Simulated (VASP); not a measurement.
# MgSnN (Pmmm) in VASP: single point with PBE

Aim: the single point of MgSnN with PBE.

All numbers are computed with VASP 6.6.1; they aren't measurements. Logs are shortened: lines on timing, memory, paths and dates and some standing lists are left out, and cuts for length are marked.

### 1 The cell of the first run

The typed cell holds 3 atoms: a = 3.126 Å, b = 3.128 Å, c = 4.764 Å, α = 90.00°, β = 90.00°, γ = 90.00°.

The cell was generated, and may not be a known phase.

### 2 Single point, PBE

Input file INCAR:

```
SYSTEM = MgSnN
PREC = Accurate
ENCUT = 840
EDIFF = 1E-6
ISMEAR = 0
SIGMA = 0.1
LREAL = .FALSE.
LASPH = .TRUE.
NELM = 120
ALGO = Normal
ISIF = 2
LWAVE = .FALSE.
LCHARG = .FALSE.
GGA = PE
NBANDS = 22
GGA_COMPAT = .FALSE.
```

Input file KPOINTS:

```
Automatic mesh
0
G
  6 6 4
  0 0 0
```

Input file POSCAR:

```
MgSnN
1.0
    3.1258376258      0.0000000000      0.0000000000
    0.0000000000      3.1275927662      0.0000000000
    0.0000000000      0.0000000000      4.7642892318
Mg Sn N
1 1 1
Direct
    0.0000000000      0.0000000000      0.0000000000
    0.5000000000      0.5000000000      0.5000000000
    0.5000000000      0.5000000000      0.0000000000
```

Potentials or basis: VASP PAW PBE potentials, release 64 (Mg_sv, Sn_d, N).

Command:

```sh
$ cat potpaw_PBE.64/Mg_sv/POTCAR potpaw_PBE.64/Sn_d/POTCAR potpaw_PBE.64/N/POTCAR > POTCAR
$ mpirun -np 1 vasp_std > vasp.out
```

OUTCAR:

```text
SYSTEM = MgSnN
   PREC = Accurate
   ENCUT = 840
   EDIFF = 1E-6
   ISMEAR = 0
   LREAL = .FALSE.
   LASPH = .TRUE.
   NELM = 120
   ISIF = 2
   GGA = PE

 ion  position               nearest neighbor table
   1  0.000  0.000  0.000-
   2  0.500  0.500  0.500-   3 2.38   3 2.38
   3  0.500  0.500  0.000-   2 2.38   2 2.38

  LATTYP: Found a simple orthorhombic cell.
 ALAT       =     3.1258376258
 B/A-ratio  =     1.0005614944
 C/A-ratio  =     1.5241640169

  Lattice vectors:

 A1 = (   3.1258376258,   0.0000000000,   0.0000000000)
 A2 = (   0.0000000000,   3.1275927662,   0.0000000000)
 A3 = (   0.0000000000,   0.0000000000,   4.7642892318)

Analysis of symmetry for initial positions (statically):
=====================================================================
 Subroutine PRICEL returns:
 Original cell was already a primitive cell.

 Routine SETGRP: Setting up the symmetry group for a
 simple orthorhombic supercell.

 Subroutine GETGRP returns: Found  8 space group operations
 (whereof  8 operations were pure point group operations)
 out of a pool of  8 trial point group operations.

The static configuration has the point symmetry D_2h.

Analysis of symmetry for dynamics (positions and initial velocities):
=====================================================================
 Subroutine PRICEL returns:
 Original cell was already a primitive cell.

 Routine SETGRP: Setting up the symmetry group for a
 simple orthorhombic supercell.

 Subroutine GETGRP returns: Found  8 space group operations
 (whereof  8 operations were pure point group operations)
 out of a pool of  8 trial point group operations.

The dynamic configuration has the point symmetry D_2h.

 Subroutine INISYM returns: Found  8 space group operations
 (whereof  8 operations are pure point group operations),
 and found     1 'primitive' translations

----------------------------------------------------------------------------------------

                                     Primitive cell

  volume of cell :      46.5773

  direct lattice vectors                    reciprocal lattice vectors
     3.125837626  0.000000000  0.000000000     0.319914250  0.000000000  0.000000000
     0.000000000  3.127592766  0.000000000     0.000000000  0.319734721  0.000000000
     0.000000000  0.000000000  4.764289232     0.000000000  0.000000000  0.209894898

[... 69 lines left out ...]
   total plane-waves  NPLWV =  43200
   dimension x,y,z NGX =    30 NGY =   30 NGZ =   48
   dimension x,y,z NGXF=    60 NGYF=   60 NGZF=   96
   ions per type =               1   1   1
   NGX,Y,Z   is equivalent  to a cutoff of  15.96, 15.95, 16.75 a.u.
   NGXF,Y,Z  is equivalent  to a cutoff of  31.91, 31.89, 33.50 a.u.
 SYSTEM =  MgSnN
   PREC   = accura    normal or accurate (medium, high low for compatibility)
   ISTART =      0    job   : 0-new  1-cont  2-samecut
   ICHARG =      2    charge: 1-file 2-atom 10-const
   ISPIN  =      1    spin polarized calculation?
   LNONCOLLINEAR =      F non collinear calculations
   LSORBIT =      F    spin-orbit coupling
   LASPH  =      T    aspherical Exc in radial PAW
   ENCUT  =  840.0 eV  61.74 Ry    7.86 a.u.   7.39  7.39 11.26*2*pi/ulx,y,z
   NELM   =    120;   NELMIN=  2; NELMDL= -5     # of ELM steps
   EDIFF  = 0.1E-05   stopping-criterion for ELM
   LREAL  =      F    real-space projection
[... 7 lines left out ...]
   TEBEG  =    0.0;   TEEND  =   0.0 temperature during run
   PSTRESS=    0.0 pullay stress
   NELECT =      29.0000    total number of electrons
   NUPDOWN=      -1.0000    fix difference up-down
   EMIN   =  10.00;   EMAX   =-10.00  energy-range for DOS
   EFERMI =   0.00;   METHOD = LEGACY
   ISMEAR =     0;   SIGMA  =   0.10  broadening in eV -4-tet -1-fermi 0-gaus
   EFERMI_NEDOS =   21; number of points for ismear=-14 and -15
   IALGO  =     38    algorithm
   IMIX   =      4    mixing-type and parameters
     AMIX     =   0.40;   BMIX     =  1.00
     AMIX_MAG =   1.60;   BMIX_MAG =  1.00
  volume/ion in A,a.u.               =      15.53       104.77
  Fermi-wavevector in a.u.,A,eV,Ry     =   1.397921  2.641687 26.588270  1.954183
  Thomas-Fermi vector in A             =   2.521130
   LORBIT       =      0    0 simple, 1 ext, 2 COOP (PROOUT), +10 PAW based schemes
   GGA     = PE    functional components
   LHFCALC =     F    Hartree Fock is set to
   AEXX    =    0.0000 exact exchange contribution
   IVDW    =     0    specifies the selected vdW correction
   LEPSILON=     F    determine dielectric tensor
   LRPA    =     F    only Hartree local field effects (RPA)
 non-spin polarized calculation
 Gauss-broadening in eV      SIGMA  =   0.10
  energy-cutoff  :      840.00
  volume of cell :       46.58
 maximum number of plane-waves:      2613
 NGX is ok and might be reduce to    30
   NGX = 15   NGY = 15   NGZ = 23

 number of electron      28.9999995 magnetization

 Free energy of the ion-electron system (eV)
  ---------------------------------------------------
  ext. energy  EPLUGINS =         0.00000000
  ---------------------------------------------------
  free energy    TOTEN  =       -14.24018320 eV

  energy without entropy =      -14.23712992  energy(sigma->0) =      -14.23865656

 E-fermi :   6.8694     XC(G=0): -10.7925

 val. band max:        6.6861728309   @ k =   0.3333   0.0000   0.0000
 cond. band min:       6.9024365400   @ k =   0.5000   0.5000   0.0000
 fundamental gap:      0.2162637091
 Fermi energy:         6.8693500047

 k-point     1 :       0.0000    0.0000    0.0000
  band No.  band energies     occupation
      1     -68.0070      2.00000
      2     -34.8901      2.00000
      3     -34.6966      2.00000
      4     -34.6964      2.00000
      5     -14.7125      2.00000
      6     -14.5738      2.00000
[... 589 lines left out ...]
     21      17.0518      0.00000
     22      18.6038      0.00000

 [... further k-points ...]
[... 5 lines left out ...]
  --------------------------------------------------------------------------------------
  -------------------------------------------------------------------------------------
  Total        0.0093984     -0.0282855      0.0024151     -0.0000000      0.0000000      0.0000000
  in kB        0.3232897     -0.9729708      0.0830749     -0.0000000      0.0000000      0.0000000
  external PRESSURE =      -0.1888687 kB  Pullay stress =       0.0000000 kB

 VOLUME and BASIS-vectors are now :
 -----------------------------------------------------------------------------
  energy-cutoff  :      840.00
  volume of cell :       46.58
      direct lattice vectors                 reciprocal lattice vectors
     3.125837626  0.000000000  0.000000000     0.319914250  0.000000000  0.000000000
     0.000000000  3.127592766  0.000000000     0.000000000  0.319734721  0.000000000
     0.000000000  0.000000000  4.764289232     0.000000000  0.000000000  0.209894898

 POSITION                                       TOTAL-FORCE (eV/Angst)
 -----------------------------------------------------------------------------------
      0.00000      0.00000      0.00000         0.000000      0.000000      0.000000
      1.56292      1.56380      2.38214         0.000000      0.000000      0.000000
      1.56292      1.56380      0.00000         0.000000      0.000000      0.000000
 -----------------------------------------------------------------------------------
    total drift:                                0.000000      0.000000      0.000000

  FREE ENERGIE OF THE ION-ELECTRON SYSTEM (eV)
  ---------------------------------------------------
  free  energy   TOTEN  =       -14.2401832014 eV

  energy  without entropy=      -14.2371299249  energy(sigma->0) =      -14.23865656
```

OSZICAR:

```text
N       E                     dE             d eps       ncg     rms          rms(c)
DAV:   1     0.343788340242E+03    0.34379E+03   -0.20476E+04  2164   0.258E+03
DAV:   2     0.187485216431E+02   -0.32504E+03   -0.31128E+03  2154   0.628E+02
DAV:   3    -0.155996858497E+02   -0.34348E+02   -0.33442E+02  2670   0.175E+02
DAV:   4    -0.171869298136E+02   -0.15872E+01   -0.15810E+01  2756   0.352E+01
DAV:   5    -0.172345156465E+02   -0.47586E-01   -0.47574E-01  2718   0.563E+00    0.103E+01
DAV:   6    -0.144661342713E+02    0.27684E+01   -0.18633E+01  3088   0.258E+01    0.491E+00
DAV:   7    -0.142837925254E+02    0.18234E+00   -0.15736E+00  2408   0.671E+00    0.246E+00
DAV:   8    -0.142441190071E+02    0.39674E-01   -0.24412E-01  2434   0.300E+00    0.512E-01
DAV:   9    -0.142404841301E+02    0.36349E-02   -0.15386E-02  3232   0.728E-01    0.296E-01
DAV:  10    -0.142402051804E+02    0.27895E-03   -0.52043E-03  2594   0.476E-01    0.397E-02
DAV:  11    -0.142402046837E+02    0.49669E-06   -0.30253E-04  2628   0.134E-01    0.378E-02
DAV:  12    -0.142401888544E+02    0.15829E-04   -0.22850E-05  3032   0.483E-02    0.217E-02
DAV:  13    -0.142401851293E+02    0.37250E-05   -0.51931E-06  2034   0.154E-02    0.108E-02
DAV:  14    -0.142401831901E+02    0.19392E-05   -0.32984E-06  2196   0.121E-02    0.931E-04
DAV:  15    -0.142401832014E+02   -0.11264E-07   -0.20422E-07  1236   0.390E-03
   1 F= -.14240183E+02 E0= -.14238657E+02  d E =-.305328E-02
```

Wall time 56 s (1 thread of Intel Xeon Platinum 8559C (Emerald Rapids), shared host); peak memory 0.26 GiB.

Results:

- Free energy: -14.2402 eV
- Pressure: 0.0 GPa
- Band gap on the k mesh: zero (an odd number of electrons rules out a gap without spin polarisation)

Levels at points of the mesh, in eV from the Fermi level:
```tsv
k point	band 10	band 11	band 12	band 13	band 14	band 15	band 16	band 17	band 18	band 19
(0.00, 0.00, 0.00)	-14.41	-8.13	-5.43	-1.11	-1.10	4.15	4.45	6.23	6.25	6.82
(0.50, 0.00, 0.00)	-13.35	-6.08	-5.30	-4.17	-1.72	-0.84	2.93	6.82	7.94	8.90
(0.00, 0.50, 0.00)	-13.36	-6.08	-5.31	-4.17	-1.72	-0.84	2.92	6.82	7.95	8.91
(0.50, 0.50, 0.00)	-12.71	-4.37	-4.37	-3.17	-2.06	0.03	0.04	1.27	6.02	6.03
(0.00, 0.00, 0.50)	-14.11	-10.25	-0.90	-0.89	-0.35	-0.19	5.29	5.31	7.10	7.73
(0.50, 0.00, 0.50)	-13.29	-7.61	-4.70	-4.29	-0.70	0.77	3.07	5.45	8.04	9.17
(0.00, 0.50, 0.50)	-13.29	-7.61	-4.70	-4.29	-0.69	0.76	3.07	5.45	8.05	9.18
(0.50, 0.50, 0.50)	-12.76	-5.17	-3.55	-3.55	-1.78	-1.78	2.25	2.48	3.56	6.24
```

Caveat: spin-orbit coupling is left out, which moves the levels of the heavy elements.

The gap in the log of VASP goes by the Fermi energy; the results here count the filled bands.